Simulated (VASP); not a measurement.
# TiC (Fm-3m) in VASP: a series of runs, part 2 of 2

VASP 6.6.1.

**3. Single point, revPBE**

This run uses another cell than the first one, of 10.16 Å³/atom, 1.025 times its volume.

The input, INCAR:

```
SYSTEM = TiC
PREC = Accurate ; ENCUT = 520
EDIFF = 1E-6 ; ISMEAR = -1
SIGMA = 0.05 ; LREAL = .FALSE.
LASPH = .TRUE. ; NELM = 100
ALGO = Normal ; ISIF = 2
LWAVE = .FALSE. ; LCHARG = .FALSE.
GGA = RE ; NBANDS = 15
```

The input, KPOINTS:

```
Automatic mesh
0
G
  11 11 11
  0 0 0
```

The input, POSCAR:

```
TiC
1.0
    0.0000000000      2.1657188437      2.1657188437
    2.1657188437      0.0000000000      2.1657188437
    2.1657188437      2.1657188437      0.0000000000
Ti C
1 1
Direct
    0.0000000000      0.0000000000      0.0000000000
    0.5000000000      0.5000000000      0.5000000000
```

Potentials or basis: VASP PAW PBE potentials, release 64 (Ti_sv, C).

Command:

```
$ cat potpaw_PBE.64/Ti_sv/POTCAR potpaw_PBE.64/C/POTCAR > POTCAR
$ mpirun -np 1 vasp_std > vasp.out
```

OUTCAR:

```text
SYSTEM = TiC
   PREC = Accurate
   ENCUT = 520
   EDIFF = 1E-6
   ISMEAR = -1
   LREAL = .FALSE.
   LASPH = .TRUE.
   NELM = 100
   ISIF = 2
   GGA = RE

 ion  position               nearest neighbor table
   1  0.000  0.000  0.000-   2 2.17   2 2.17   2 2.17   2 2.17   2 2.17   2 2.17
   2  0.500  0.500  0.500-   1 2.17   1 2.17   1 2.17   1 2.17   1 2.17   1 2.17

  LATTYP: Found a face centered cubic cell.
 ALAT       =     4.3314376874

  Lattice vectors:

 A1 = (   0.0000000000,   2.1657188437,   2.1657188437)
 A2 = (   2.1657188437,   0.0000000000,   2.1657188437)
 A3 = (   2.1657188437,   2.1657188437,   0.0000000000)

Analysis of symmetry for initial positions (statically):
=====================================================================
 Subroutine PRICEL returns:
 Original cell was already a primitive cell.

 Routine SETGRP: Setting up the symmetry group for a
 face centered cubic supercell.

 Subroutine GETGRP returns: Found 48 space group operations
[... 9 lines left out ...]

 Routine SETGRP: Setting up the symmetry group for a
 face centered cubic supercell.

 Subroutine GETGRP returns: Found 48 space group operations
[... 155 lines left out ...]
 Fermi energy:         9.5642479882

 k-point     1 :       0.0000    0.0000    0.0000
  band No.  band energies     occupation
      1     -47.1959      2.00000
      2     -23.1696      2.00000
      3     -23.1696      2.00000
      4     -23.1696      2.00000
      5      -2.9495      2.00000
      6      10.2043      0.00001
      7      10.2043      0.00001
      8      10.2043      0.00001
      9      11.1775      0.00000
     10      11.1775      0.00000
     11      11.1775      0.00000
     12      11.2055      0.00000
     13      11.2055      0.00000
     14      19.9659      0.00000
[... 401 lines left out ...]
      2     -23.4396      2.00000
      3     -23.2758      2.00000
      4     -23.1892      2.00000
      5      -1.2328      2.00000
      6       6.2447      2.00000
      7       7.3297      2.00000
      8       7.5680      2.00000
      9      11.0570      0.00000
     10      12.1529      0.00000
     11      13.0770      0.00000
     12      13.8534      0.00000
     13      16.7516      0.00000
     14      21.2818      0.00000
     15      22.9666      0.00000

 [... further k-points ...]
[... 5 lines left out ...]
  --------------------------------------------------------------------------------------
  -------------------------------------------------------------------------------------
  Total        0.4855492      0.4855492      0.4855492      0.0000000      0.0000000     -0.0000000
  in kB       38.2919591     38.2919591     38.2919591      0.0000000      0.0000000     -0.0000000
  external PRESSURE =      38.2919591 kB  Pullay stress =       0.0000000 kB

 VOLUME and BASIS-vectors are now :
 -----------------------------------------------------------------------------
  energy-cutoff  :      520.00
  volume of cell :       20.32
      direct lattice vectors                 reciprocal lattice vectors
     0.000000000  2.165718844  2.165718844    -0.230870227  0.230870227  0.230870227
     2.165718844  0.000000000  2.165718844     0.230870227 -0.230870227  0.230870227
     2.165718844  2.165718844  0.000000000     0.230870227  0.230870227 -0.230870227

 POSITION                                       TOTAL-FORCE (eV/Angst)
 -----------------------------------------------------------------------------------
      0.00000      0.00000      0.00000         0.000000     -0.000000      0.000000
      2.16572      2.16572      2.16572        -0.000000      0.000000     -0.000000
 -----------------------------------------------------------------------------------
    total drift:                                0.000000     -0.000000     -0.000000

  FREE ENERGIE OF THE ION-ELECTRON SYSTEM (eV)
  ---------------------------------------------------
  free  energy   TOTEN  =       -17.9656306089 eV

  energy  without entropy=      -17.9632811625  energy(sigma->0) =      -17.96445589
```

OSZICAR:

```text
N       E                     dE             d eps       ncg     rms          rms(c)
DAV:   1     0.118706309937E+03    0.11871E+03   -0.81150E+03  1687   0.127E+03
DAV:   2    -0.159393092123E+02   -0.13465E+03   -0.12596E+03  1827   0.340E+02
DAV:   3    -0.231847292014E+02   -0.72454E+01   -0.71149E+01  2075   0.783E+01
DAV:   4    -0.234816510360E+02   -0.29692E+00   -0.29669E+00  2207   0.141E+01
DAV:   5    -0.234876453068E+02   -0.59943E-02   -0.59933E-02  2106   0.183E+00    0.181E+01
DAV:   6    -0.185367020737E+02    0.49509E+01   -0.11515E+01  2349   0.558E+01    0.682E+00
DAV:   7    -0.179948081130E+02    0.54189E+00   -0.20731E+00  1980   0.203E+01    0.482E+00
DAV:   8    -0.179715651124E+02    0.23243E-01   -0.10390E-01  1891   0.354E+00    0.322E+00
DAV:   9    -0.179688431377E+02    0.27220E-02   -0.90060E-02  2266   0.416E+00    0.742E-01
DAV:  10    -0.179674270139E+02    0.14161E-02   -0.11303E-02  2176   0.139E+00    0.610E-01
DAV:  11    -0.179657349975E+02    0.16920E-02   -0.25323E-03  1981   0.718E-01    0.162E-01
DAV:  12    -0.179656327347E+02    0.10226E-03   -0.26062E-04  2164   0.192E-01    0.350E-02
DAV:  13    -0.179656306687E+02    0.20659E-05   -0.38136E-05  1904   0.555E-02    0.635E-03
DAV:  14    -0.179656306089E+02    0.59793E-07   -0.73896E-07  1452   0.104E-02
   1 F= -.17965631E+02 E0= -.17964456E+02  d E =-.234945E-02
```

stdout:

```text
POSCAR found type information on POSCAR TiC
 POSCAR found :  2 types and       2 ions
 scaLAPACK will be used
 -----------------------------------------------------------------------------
|                                                                             |
|                                                                             |
|     You enforced a specific xc type in the INCAR file but a different       |
|     I HOPE YOU KNOW WHAT YOU ARE DOING!                                     |
|                                                                             |
 -----------------------------------------------------------------------------

 LDA part: xc-table for (Slater+PW92), standard interpolation
 POSCAR, INCAR and KPOINTS ok, starting setup
 FFT: planning ... GRIDC
 FFT: planning ... GRID_SOFT
 FFT: planning ... GRID
 WAVECAR not read
 entering main loop
```

Run time: 12 s. Hardware: 1 thread of Intel Xeon Platinum 8488C (Sapphire Rapids), shared host; peak memory 0.15 GiB.

What came out:

* Free energy: -17.9656 eV
* Pressure: 3.8 GPa
* Band gap on the k mesh: zero (band 8 reaches 10.20 eV, above the bottom of band 9 at 9.09 eV)

Caveat: the PAW data sets were made with another functional, which shifts forces and pressure a little.

**4. Single point, revPBE**

This run uses another cell than the first one, of 10.30 Å³/atom, 1.039 times its volume.

The input, INCAR:

```
ALGO = Normal ; EDIFF = 1E-6
ENCUT = 520 ; GGA = RE
ISIF = 2 ; ISMEAR = -1
LASPH = T ; LCHARG = F
LREAL = F ; LWAVE = F
NBANDS = 15 ; NELM = 100
PREC = Accurate ; SIGMA = 0.05
```

The input, KPOINTS:

```
k-points
0
Gamma
  11 11 11
```

The input, POSCAR:

```
TiC
1.0
    0.0000000000      2.1760361051      2.1760361051
    2.1760361051      0.0000000000      2.1760361051
    2.1760361051      2.1760361051      0.0000000000
Ti C
1 1
Direct
    0.0000000000      0.0000000000      0.0000000000
    0.5000000000      0.5000000000      0.5000000000
```

Command:

```
$ cat potpaw_PBE.64/Ti_sv/POTCAR potpaw_PBE.64/C/POTCAR > POTCAR
$ mpirun -np 1 vasp_std > vasp.out
```

Run time: 11 s. Hardware: 1 thread of Intel Xeon Platinum 8488C (Sapphire Rapids), shared host; peak memory 0.15 GiB.

The run converged. Its results:

```yaml
Free_energy: -17.9695 eV
Pressure: 0.2 GPa
Band_gap_on_the_k_mesh: zero (band 8 reaches 10.03 eV, above the bottom of band 9 at 8.93 eV)
```

Levels at points of the mesh, in eV from the Fermi level:
| k point | band 5 | band 6 | band 7 | band 8 | band 9 | band 10 | band 11 | band 12 |
| --- | --- | --- | --- | --- | --- | --- | --- | --- |
| (0.00, 0.00, 0.00) | -12.45 | 0.64 | 0.64 | 0.64 | 1.60 | 1.60 | 1.60 | 1.61 |

Caveat: the PAW data sets were made with another functional, which shifts forces and pressure a little.

**5. Relaxation of cell and atoms, revPBE**

This run uses another cell than the first one, of 10.16 Å³/atom, 1.025 times its volume.

The input, INCAR:

```
SYSTEM = TiC
PREC = Accurate ; ENCUT = 600
EDIFF = 1E-7 ; ISMEAR = -1
SIGMA = 0.05 ; LREAL = .False.
LASPH = .True. ; NELM = 80
ALGO = Normal ; ISIF = 3
LWAVE = .False. ; LCHARG = .False.
GGA = RE ; IBRION = 2
NSW = 80 ; EDIFFG = -0.005
```

The input, KPOINTS:

```
Automatic mesh
0
Gamma
  11 11 11
  0 0 0
```

The input, POSCAR:

```
TiC
1.0
    0.0000000000      2.1657188437      2.1657188437
    2.1657188437      0.0000000000      2.1657188437
    2.1657188437      2.1657188437      0.0000000000
Ti C
1 1
Direct
    0.0000000000      0.0000000000      0.0000000000
    0.5000000000      0.5000000000      0.5000000000
```

Potentials or basis: VASP PAW PBE potentials, release 64 (Ti_sv, C).

Command:

```
$ cat potpaw_PBE.64/Ti_sv/POTCAR potpaw_PBE.64/C/POTCAR > POTCAR
$ mpirun -np 1 vasp_std > vasp.out
```

OUTCAR:

```text
SYSTEM = TiC
   PREC = Accurate
   ENCUT = 600
   EDIFF = 1E-7
   ISMEAR = -1
   LREAL = .False.
   LASPH = .True.
   NELM = 80
   ISIF = 3
   GGA = RE
   IBRION = 2
   NSW = 80
   EDIFFG = -0.005

 ion  position               nearest neighbor table
   1  0.000  0.000  0.000-   2 2.17   2 2.17   2 2.17   2 2.17   2 2.17   2 2.17
   2  0.500  0.500  0.500-   1 2.17   1 2.17   1 2.17   1 2.17   1 2.17   1 2.17

  LATTYP: Found a face centered cubic cell.
 ALAT       =     4.3314376874

  Lattice vectors:

 A1 = (   0.0000000000,   2.1657188437,   2.1657188437)
 A2 = (   2.1657188437,   0.0000000000,   2.1657188437)
 A3 = (   2.1657188437,   2.1657188437,   0.0000000000)

Analysis of symmetry for initial positions (statically):
=====================================================================
 Subroutine PRICEL returns:
 Original cell was already a primitive cell.

[... 257 lines left out ...]

 k-point     1 :       0.0000    0.0000    0.0000
  band No.  band energies     occupation
      1     -47.4152      2.00000
      2     -23.3968      2.00000
      3     -23.3968      2.00000
      4     -23.3968      2.00000
      5      -3.0529      2.00000
      6      10.0236      0.00001
      7      10.0236      0.00001
      8      10.0236      0.00001
      9      10.9833      0.00000
     10      10.9833      0.00000
     11      10.9833      0.00000
     12      10.9983      0.00000
[... 331 lines left out ...]
 k-point    24 :      -0.1818    0.1818    0.0000
  band No.  band energies     occupation
      1     -47.3705      2.00000
      2     -23.6518      2.00000
      3     -23.4974      2.00000
      4     -23.4156      2.00000
      5      -1.3676      2.00000
      6       6.1073      2.00000
      7       7.1906      2.00000
      8       7.4228      2.00000
      9      10.8577      0.00000
     10      11.9246      0.00000
     11      12.8445      0.00000
     12      13.5868      0.00000

 [... further k-points ...]
[... 5 lines left out ...]
  --------------------------------------------------------------------------------------
  -------------------------------------------------------------------------------------
  Total       -0.0008517     -0.0008517     -0.0008517     -0.0000000     -0.0000000      0.0000000
  in kB       -0.0661718     -0.0661718     -0.0661718     -0.0000000     -0.0000000      0.0000000
  external PRESSURE =      -0.0661718 kB  Pullay stress =       0.0000000 kB
[... 17 lines left out ...]
  FREE ENERGIE OF THE ION-ELECTRON SYSTEM (eV)
  ---------------------------------------------------
  free  energy   TOTEN  =       -17.9700722397 eV

  energy  without entropy=      -17.9677062762  energy(sigma->0) =      -17.96888926

 reached required accuracy - stopping structural energy minimisation
```

Wall time 27 s (1 thread of Intel Xeon Platinum 8488C (Sapphire Rapids), shared host); peak memory 0.16 GiB.

Results:

```yaml
Free_energy: -17.9701 eV
Relaxed_volume: 10.31 Å³/atom
Relaxed_cell: a = 3.078 Å, b = 3.078 Å, c = 3.078 Å, α = 60.00°, β = 60.00°, γ = 60.00°
Space_group_after_relaxing_to_0.05_Å: Fm-3m (No. 225)
Energy_gained_by_relaxing: 1.7 meV/atom
Ionic_steps: 3
Pressure_after_relaxing: 0.0 GPa
Band_gap_on_the_k_mesh: zero (band 8 reaches 10.02 eV, above the bottom of band 9 at 8.92 eV)
```

The path:
```
step  energy change (eV)  largest force (eV/Å)  pressure (GPa)  volume (Å³)
   1              0.0000                0.0000            3.68        20.32
   2              0.0018                0.0000           -4.29        21.01
   3             -0.0035                0.0000           -0.01        20.62
```

Final structure:
```yaml
crystal:
  lattice:
    - [0.00000, 2.17655, 2.17655]
    - [2.17655, 0.00000, 2.17655]
    - [2.17655, 2.17655, 0.00000]
  atoms:
    - { symbol: Ti, position: [0.00000, 0.00000, 0.00000] }
    - { symbol: C, position: [0.50000, 0.50000, 0.50000] }
```

Levels at points of the mesh, in eV from the Fermi level:
| k point | band 6 | band 7 | band 8 | band 9 | band 10 | band 11 |
| --- | --- | --- | --- | --- | --- | --- |
| (0.00, 0.00, 0.00) | 0.64 | 0.64 | 0.64 | 1.60 | 1.60 | 1.60 |

Caveat: the PAW data sets were made with another functional, which shifts forces and pressure a little.

**6. The runs side by side**

```tsv
task	level	cell	cutoff (eV)	gap on the mesh (eV)	pressure (GPa)
single point	RPBE+D4	a = 3.038 Å, angles 60.0°, 2 atoms	520	none	0.3
single point	revPBE	a = 3.063 Å, angles 60.0°, 2 atoms	520	none	3.8
single point	revPBE	a = 3.077 Å, angles 60.0°, 2 atoms	520	none	0.2
relaxation of cell and atoms	revPBE	relaxed from a = 3.063 Å, angles 60.0°, 2 atoms	600	none	0.0
```

Alike in all rows: potentials or basis VASP PAW PBE potentials, release 64 (Ti_sv, C); no spin polarisation; k mesh 11 × 11 × 11; smearing fermi-dirac 0.05 eV.

Caveats: the PAW data sets were made with another functional, which shifts forces and pressure a little; pairwise dispersion overbinds metals, which lowers pressure and volume (some runs).

Total energies depend on the potentials used, so only differences within one code and one set of settings carry meaning.
